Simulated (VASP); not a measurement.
# Ge5S (F-43m) in VASP: further runs

The runs below take Ge5S through single point, relaxation of cell and atoms, with PBE.

Everything below comes from runs of VASP 6.6.1. Logs are shortened: lines on timing, memory, paths and dates and some standing lists are left out, and cuts for length are marked.

## Step 1: The cell of the first run

The structure is cubic, space group F-43m (No. 216). Conventional cell: a = 7.844 Å, b = 7.844 Å, c = 7.844 Å, α = 90.00°, β = 90.00°, γ = 90.00°. Within 3.7 Å of Ge (site symmetry 3m) lie 9 Ge at 2.77 to 3.25 Å and 3 S at 3.25 Å. Within 4.3 Å of Ge (site symmetry -43m) lie 12 Ge at 3.25 Å and 4 S at 3.40 Å. Within 4.3 Å of S (site symmetry -43m) lie 16 Ge at 3.25 to 3.40 Å.

The cell was generated, and may not be a known phase.

## Step 2: Single point, PBE

File INCAR:

```
PREC = Accurate ; ENCUT = 520
EDIFF = 1E-7 ; ISMEAR = 0
SIGMA = 0.1 ; LREAL = False
LASPH = True ; NELM = 100
ALGO = Normal ; ISIF = 2
LWAVE = False ; LCHARG = True
GGA = PE ; LELF = True
LVHAR = True ; NBANDS = 47
```

File KPOINTS:

```
Automatic mesh
0
Gamma
  4 4 4
```

File POSCAR:

```
Ge5S
1.0
    0.0000000000      3.9221429300      3.9221429300
    3.9221429300      0.0000000000      3.9221429300
    3.9221429300      3.9221429300      0.0000000000
Ge S
5 1
Direct
    0.1250000000      0.6250000000      0.6250000000
    0.6250000000      0.6250000000      0.6250000000
    0.6250000000      0.1250000000      0.6250000000
    0.6250000000      0.6250000000      0.1250000000
    0.2500000000      0.2500000000      0.2500000000
    0.0000000000      0.0000000000      0.0000000000
```

Potentials or basis: VASP PAW PBE potentials, release 64 (Ge_d, S).

Started as:

```
$ cat potpaw_PBE.64/Ge_d/POTCAR potpaw_PBE.64/S/POTCAR > POTCAR
$ mpirun -np 1 vasp_std > vasp.out
```

OUTCAR:

```text
PREC = Accurate
   ENCUT = 520
   EDIFF = 1E-7
   ISMEAR = 0
   LREAL = False
   LASPH = True
   NELM = 100
   ISIF = 2
   GGA = PE

 ion  position               nearest neighbor table
   1  0.125  0.625  0.625-   2 2.77   4 2.77   3 2.77   2 2.77   3 2.77   4 2.77
   2  0.625  0.625  0.625-   1 2.77   3 2.77   4 2.77   4 2.77   3 2.77   1 2.77
   3  0.625  0.125  0.625-   2 2.77   4 2.77   1 2.77   2 2.77   4 2.77   1 2.77
   4  0.625  0.625  0.125-   2 2.77   1 2.77   2 2.77   3 2.77   3 2.77   1 2.77
   5  0.250  0.250  0.250-
   6  0.000  0.000  0.000-

  LATTYP: Found a face centered cubic cell.
 ALAT       =     7.8442858600

  Lattice vectors:

 A1 = (   0.0000000000,   3.9221429300,   3.9221429300)
 A2 = (   3.9221429300,   0.0000000000,   3.9221429300)
 A3 = (   3.9221429300,   3.9221429300,   0.0000000000)

Analysis of symmetry for initial positions (statically):
=====================================================================
 Subroutine PRICEL returns:
 Original cell was already a primitive cell.

 Routine SETGRP: Setting up the symmetry group for a
 face centered cubic supercell.

 Subroutine GETGRP returns: Found 24 space group operations
 (whereof 24 operations were pure point group operations)
 out of a pool of 48 trial point group operations.

The static configuration has the point symmetry T_d .

Analysis of symmetry for dynamics (positions and initial velocities):
=====================================================================
 Subroutine PRICEL returns:
 Original cell was already a primitive cell.

 Routine SETGRP: Setting up the symmetry group for a
 face centered cubic supercell.

 Subroutine GETGRP returns: Found 24 space group operations
 (whereof 24 operations were pure point group operations)
 out of a pool of 48 trial point group operations.

The dynamic configuration has the point symmetry T_d .

 Subroutine INISYM returns: Found 24 space group operations
 (whereof 24 operations are pure point group operations),
 and found     1 'primitive' translations

----------------------------------------------------------------------------------------

                                     Primitive cell

  volume of cell :     120.6703

  direct lattice vectors                    reciprocal lattice vectors
     0.000000000  3.922142930  3.922142930    -0.127481331  0.127481331  0.127481331
[... 78 lines left out ...]
   LREAL  =      F    real-space projection
   EDIFFG = 0.1E-05   stopping-criterion for IOM
   NSW    =      0    number of steps for IOM
   IBRION =     -1    ionic relax: 0-MD 1-quasi-New 2-CG
   NFREE  =      0    steps in history (QN), initial steepest desc. (CG)
   ISIF   =      2    stress and relaxation
   ISYM   =      2    0-nonsym 1-usesym 2-fastsym
   POTIM  = 0.5000    time-step for ionic-motion
   TEBEG  =    0.0;   TEEND  =   0.0 temperature during run
   PSTRESS=    0.0 pullay stress
   NELECT =      76.0000    total number of electrons
   NUPDOWN=      -1.0000    fix difference up-down
   EMIN   =  10.00;   EMAX   =-10.00  energy-range for DOS
   EFERMI =   0.00;   METHOD = LEGACY
   ISMEAR =     0;   SIGMA  =   0.10  broadening in eV -4-tet -1-fermi 0-gaus
   EFERMI_NEDOS =   21; number of points for ismear=-14 and -15
   IALGO  =     38    algorithm
   IMIX   =      4    mixing-type and parameters
     AMIX     =   0.40;   BMIX     =  1.00
     AMIX_MAG =   1.60;   BMIX_MAG =  1.00
  volume/ion in A,a.u.               =      20.11       135.72
  Fermi-wavevector in a.u.,A,eV,Ry     =   1.403285  2.651825 26.792720  1.969209
  Thomas-Fermi vector in A             =   2.525962
   LORBIT       =      0    0 simple, 1 ext, 2 COOP (PROOUT), +10 PAW based schemes
   GGA     = PE    functional components
   LHFCALC =     F    Hartree Fock is set to
   AEXX    =    0.0000 exact exchange contribution
   IVDW    =     0    specifies the selected vdW correction
   LEPSILON=     F    determine dielectric tensor
   LRPA    =     F    only Hartree local field effects (RPA)
 non-spin polarized calculation
 Gauss-broadening in eV      SIGMA  =   0.10
  energy-cutoff  :      520.00
  volume of cell :      120.67
 maximum number of plane-waves:      3287
 NGX is ok and might be reduce to    42
   NGX = 21   NGY = 21   NGZ = 21

 number of electron      75.9999995 magnetization

 Free energy of the ion-electron system (eV)
  ---------------------------------------------------
  ext. energy  EPLUGINS =         0.00000000
  ---------------------------------------------------
  free energy    TOTEN  =       -23.81613428 eV

  energy without entropy =      -23.79759674  energy(sigma->0) =      -23.80686551

 E-fermi :   5.8602     XC(G=0): -10.7725

 val. band max:        5.8331440538   @ k =  -0.2500   0.2500   0.0000
 cond. band min:       5.9468007314   @ k =   0.5000   0.0000   0.0000
 fundamental gap:      0.1136566775
 Fermi energy:         5.8601927965

 k-point     1 :       0.0000    0.0000    0.0000
  band No.  band energies     occupation
      1     -19.2218      2.00000
      2     -19.2218      2.00000
      3     -19.2194      2.00000
      4     -19.2194      2.00000
      5     -19.2194      2.00000
      6     -19.0344      2.00000
[... 389 lines left out ...]
     46      10.2911      0.00000
     47      10.3224      0.00000

------------------------ aborting loop because EDIFF is reached ----------------------------------------

  FORCE on cell =-STRESS in cart. coord.  units (eV):
  Direction    XX          YY          ZZ          XY          YZ          ZX
  --------------------------------------------------------------------------------------
  -------------------------------------------------------------------------------------
  Total        0.2124677      0.2124677      0.2124677      0.0000000      0.0000000      0.0000000
  in kB        2.8210013      2.8210013      2.8210013      0.0000000      0.0000000      0.0000000
  external PRESSURE =       2.8210013 kB  Pullay stress =       0.0000000 kB

 VOLUME and BASIS-vectors are now :
 -----------------------------------------------------------------------------
  energy-cutoff  :      520.00
  volume of cell :      120.67
      direct lattice vectors                 reciprocal lattice vectors
     0.000000000  3.922142930  3.922142930    -0.127481331  0.127481331  0.127481331
     3.922142930  0.000000000  3.922142930     0.127481331 -0.127481331  0.127481331
     3.922142930  3.922142930  0.000000000     0.127481331  0.127481331 -0.127481331

 POSITION                                       TOTAL-FORCE (eV/Angst)
 -----------------------------------------------------------------------------------
      4.90268      2.94161      2.94161        -0.059326      0.059326      0.059326
      4.90268      4.90268      4.90268        -0.059326     -0.059326     -0.059326
      2.94161      4.90268      2.94161         0.059326     -0.059326      0.059326
      2.94161      2.94161      4.90268         0.059326      0.059326     -0.059326
      1.96107      1.96107      1.96107        -0.000000     -0.000000     -0.000000
      0.00000      0.00000      0.00000        -0.000000     -0.000000     -0.000000
 -----------------------------------------------------------------------------------
    total drift:                               -0.000000     -0.000000     -0.000000

  FREE ENERGIE OF THE ION-ELECTRON SYSTEM (eV)
  ---------------------------------------------------
  free  energy   TOTEN  =       -23.8161342798 eV

  energy  without entropy=      -23.7975967360  energy(sigma->0) =      -23.80686551
```

stdout:

```text
POSCAR found type information on POSCAR GeS
 POSCAR found :  2 types and       6 ions
 scaLAPACK will be used
 LDA part: xc-table for (Slater+PW92), standard interpolation
 POSCAR, INCAR and KPOINTS ok, starting setup
 FFT: planning ... GRIDC
 FFT: planning ... GRID_SOFT
 FFT: planning ... GRID
 WAVECAR not read
 entering main loop
```

Wall time 38 s (1 thread of AMD EPYC 9R45 (Zen 5), shared host); peak memory 0.22 GiB.

Results:

```
Free energy            : -23.8161 eV
Pressure               : 0.3 GPa
Band gap on the k mesh : zero (bands 38 and 39 overlap by 1.53 eV)
```

Levels at points of the mesh, in eV from the Fermi level:
```csv
k point,band 34,band 35,band 36,band 37,band 38,band 39,band 40,band 41,band 42,band 43
"(0.00, 0.00, 0.00)",-4.20,-4.20,-2.21,-2.21,-2.21,-1.42,-1.42,2.82,2.82,2.82
"(0.50, 0.00, 0.00)",-3.48,-1.70,-1.16,-1.16,0.09,0.09,1.06,2.19,2.35,2.35
"(0.50, 0.50, 0.00)",-2.00,-2.00,-0.70,0.12,0.12,0.99,1.03,1.19,1.45,1.45
```

## Step 3: Single point, PBE

This run uses another cell than the first one, of 19.94 Å³/atom.

File INCAR:

```
SYSTEM = Ge5S
PREC = Accurate
ENCUT = 520
EDIFF = 1E-6
ISMEAR = 0
SIGMA = 0.1
LREAL = .FALSE.
LASPH = .TRUE.
NELM = 60
ALGO = Normal
ISIF = 2
LWAVE = .FALSE.
LCHARG = .TRUE.
GGA = PE
LELF = .TRUE.
LVHAR = .TRUE.
NBANDS = 47
```

File KPOINTS:

```
regular mesh
0
G
  8 8 8
  0 0 0
```

File POSCAR:

```
Ge5S
1.0
    0.0000000000      3.9108733392      3.9108733392
    3.9108733392      0.0000000000      3.9108733392
    3.9108733392      3.9108733392      0.0000000000
Ge S
5 1
Direct
    0.1247107496      0.6250964168      0.6250964168
    0.6250964168      0.6250964168      0.6250964168
    0.6250964168      0.1247107496      0.6250964168
    0.6250964168      0.6250964168      0.1247107496
    0.2500000000      0.2500000000      0.2500000000
    0.0000000000      0.0000000000      0.0000000000
```

Potentials or basis: VASP PAW PBE potentials, release 64 (Ge_d, S).

Started as:

```
$ cat potpaw_PBE.64/Ge_d/POTCAR potpaw_PBE.64/S/POTCAR > POTCAR
$ mpirun -np 1 vasp_std > vasp.out
```

Wall time 1.9 min (1 thread of AMD EPYC 9R45 (Zen 5), shared host); peak memory 0.28 GiB.

Results (log left out):

- Free energy: -23.8736 eV
- Pressure: 0.0 GPa
- Band gap on the k mesh: zero (bands 38 and 39 overlap by 1.78 eV)

Levels at points of the mesh, in eV from the Fermi level:
| k point | band 35 | band 36 | band 37 | band 38 | band 39 | band 40 | band 41 | band 42 |
| --- | --- | --- | --- | --- | --- | --- | --- | --- |
| (0.00, 0.00, 0.00) | -4.26 | -2.27 | -2.27 | -2.27 | -1.45 | -1.45 | 2.81 | 2.81 |
| (0.50, 0.00, 0.00) | -1.77 | -1.20 | -1.20 | 0.06 | 0.06 | 1.05 | 2.20 | 2.35 |
| (0.50, 0.50, 0.00) | -2.04 | -0.74 | 0.10 | 0.10 | 0.98 | 1.02 | 1.19 | 1.44 |

## Step 4: Relaxation of cell and atoms, PBE

File INCAR:

```
ALGO = Normal
EDIFF = 1E-6
EDIFFG = -0.01
ENCUT = 600
GGA = PE
IBRION = 2
ISIF = 3
ISMEAR = 0
LASPH = True
LCHARG = False
LREAL = False
LWAVE = False
NELM = 100
NSW = 100
PREC = Accurate
SIGMA = 0.1
```

File KPOINTS:

```
k-points
0
Gamma
  8 8 8
```

File POSCAR:

```
Ge5S
1.0
    0.0000000000      3.9221429300      3.9221429300
    3.9221429300      0.0000000000      3.9221429300
    3.9221429300      3.9221429300      0.0000000000
Ge S
5 1
Direct
    0.1250000000      0.6250000000      0.6250000000
    0.6250000000      0.6250000000      0.6250000000
    0.6250000000      0.1250000000      0.6250000000
    0.6250000000      0.6250000000      0.1250000000
    0.2500000000      0.2500000000      0.2500000000
    0.0000000000      0.0000000000      0.0000000000
```

Potentials or basis: VASP PAW PBE potentials, release 64 (Ge_d, S).

Started as:

```
$ cat potpaw_PBE.64/Ge_d/POTCAR potpaw_PBE.64/S/POTCAR > POTCAR
$ mpirun -np 1 vasp_std > vasp.out
```

OUTCAR:

```text
EDIFF = 1E-6
   EDIFFG = -0.01
   ENCUT = 600
   GGA = PE
   IBRION = 2
   ISIF = 3
   ISMEAR = 0
   LASPH = True
   LREAL = False
   NELM = 100
   NSW = 100
   PREC = Accurate

 ion  position               nearest neighbor table
   1  0.125  0.625  0.625-   2 2.77   4 2.77   3 2.77   2 2.77   3 2.77   4 2.77
   2  0.625  0.625  0.625-   1 2.77   3 2.77   4 2.77   4 2.77   3 2.77   1 2.77
   3  0.625  0.125  0.625-   2 2.77   4 2.77   1 2.77   2 2.77   4 2.77   1 2.77
   4  0.625  0.625  0.125-   2 2.77   1 2.77   2 2.77   3 2.77   3 2.77   1 2.77
   5  0.250  0.250  0.250-
   6  0.000  0.000  0.000-
[... 1411 lines left out ...]
  Total        0.0037269      0.0037269      0.0037269      0.0000000      0.0000000      0.0000000
  in kB        0.0499040      0.0499040      0.0499040      0.0000000      0.0000000      0.0000000
  external PRESSURE =       0.0499040 kB  Pullay stress =       0.0000000 kB

 VOLUME and BASIS-vectors are now :
 -----------------------------------------------------------------------------
  energy-cutoff  :      600.00
  volume of cell :      119.65
      direct lattice vectors                 reciprocal lattice vectors
     0.000000000  3.911098305  3.911098305    -0.127841328  0.127841328  0.127841328
     3.911098305 -0.000000000  3.911098305     0.127841328 -0.127841328  0.127841328
     3.911098305  3.911098305  0.000000000     0.127841328  0.127841328 -0.127841328

 POSITION                                       TOTAL-FORCE (eV/Angst)
 -----------------------------------------------------------------------------------
      4.88933      2.93287      2.93287         0.004921     -0.004921     -0.004921
      4.88933      4.88933      4.88933         0.004921      0.004921      0.004921
      2.93287      4.88933      2.93287        -0.004921      0.004921     -0.004921
      2.93287      2.93287      4.88933        -0.004921     -0.004921      0.004921
      1.95555      1.95555      1.95555         0.000000      0.000000     -0.000000
      7.82220      7.82220      7.82220         0.000000      0.000000      0.000000
 -----------------------------------------------------------------------------------
    total drift:                               -0.000000     -0.000000      0.000000

  FREE ENERGIE OF THE ION-ELECTRON SYSTEM (eV)
  ---------------------------------------------------
  free  energy   TOTEN  =       -23.8740299065 eV

  energy  without entropy=      -23.8640897675  energy(sigma->0) =      -23.86905984

 reached required accuracy - stopping structural energy minimisation
```

OSZICAR:

```text
N       E                     dE             d eps       ncg     rms          rms(c)
DAV:   1     0.861517608368E+03    0.86152E+03   -0.38750E+04  2983   0.495E+03
DAV:   2     0.140060978453E+03   -0.72146E+03   -0.70682E+03  2610   0.107E+03
DAV:   3    -0.101795898529E+02   -0.15024E+03   -0.14588E+03  2780   0.255E+02
[... 16 lines left out ...]
DAV:   4    -0.238742288855E+02    0.78356E-03   -0.14879E-03  3006   0.334E-01    0.908E-02
DAV:   5    -0.238740274525E+02    0.20143E-03   -0.55145E-04  3344   0.299E-01    0.283E-02
DAV:   6    -0.238740331527E+02   -0.57002E-05   -0.22204E-05  3291   0.393E-02    0.112E-02
DAV:   7    -0.238740297318E+02    0.34209E-05   -0.66839E-06  2724   0.267E-02    0.323E-03
DAV:   8    -0.238740299065E+02   -0.17465E-06   -0.43987E-07  1480   0.606E-03
   2 F= -.23874030E+02 E0= -.23869060E+02  d E =-.147850E-02
```

It took 3.8 min on 1 thread of AMD EPYC 9R45 (Zen 5), shared host; peak memory 0.39 GiB.

What came out:

- Free energy: -23.8740 eV
- Relaxed volume: 19.94 Å³/atom
- Relaxed cell: a = 5.531 Å, b = 5.531 Å, c = 5.531 Å, α = 60.00°, β = 60.00°, γ = 60.00°
- Space group after relaxing (to 0.1 Å): F-43m (No. 216)
- Energy gained by relaxing: 0.2 meV/atom
- Ionic steps: 2
- Pressure after relaxing: 0.0 GPa
- Band gap on the k mesh: zero (bands 38 and 39 overlap by 1.78 eV)

The path:
```tsv
step	energy change (eV)	largest force (eV/Å)	pressure (GPa)	volume (Å³)
1	0.0000	0.0164	-0.47	120.67
2	-0.0015	0.0085	0.00	119.65
```

Final structure:
```xyz
6
Lattice="0.0000 3.9111 3.9111 3.9111 0.0000 3.9111 3.9111 3.9111 0.0000" Properties=species:S:1:pos:R:3 pbc="T T T"
Ge    4.8893    2.9329    2.9329
Ge    4.8893    4.8893    4.8893
Ge    2.9329    4.8893    2.9329
Ge    2.9329    2.9329    4.8893
Ge    1.9555    1.9555    1.9555
S     7.8222    7.8222    7.8222
```

## Step 5: The runs side by side

```tsv
task	cell	k mesh	cutoff (eV)	gap on the mesh (eV)	pressure (GPa)
single point	a = 5.547 Å, angles 60.0°, 6 atoms, atomic positions A	4 × 4 × 4	520	none	0.3
single point	a = 5.531 Å, angles 60.0°, 6 atoms, atomic positions B	8 × 8 × 8	520	none	0.0
relaxation of cell and atoms	relaxed from a = 5.547 Å, angles 60.0°, 6 atoms, atomic positions A	8 × 8 × 8	600	none	0.0
```

Alike in all rows: level PBE; potentials or basis VASP PAW PBE potentials, release 64 (Ge_d, S); no spin polarisation; smearing gaussian 0.1 eV.

Total energies depend on the potentials used, so only differences within one code and one set of settings carry meaning.

The gap in the log of VASP goes by the Fermi energy; the results here count the filled bands.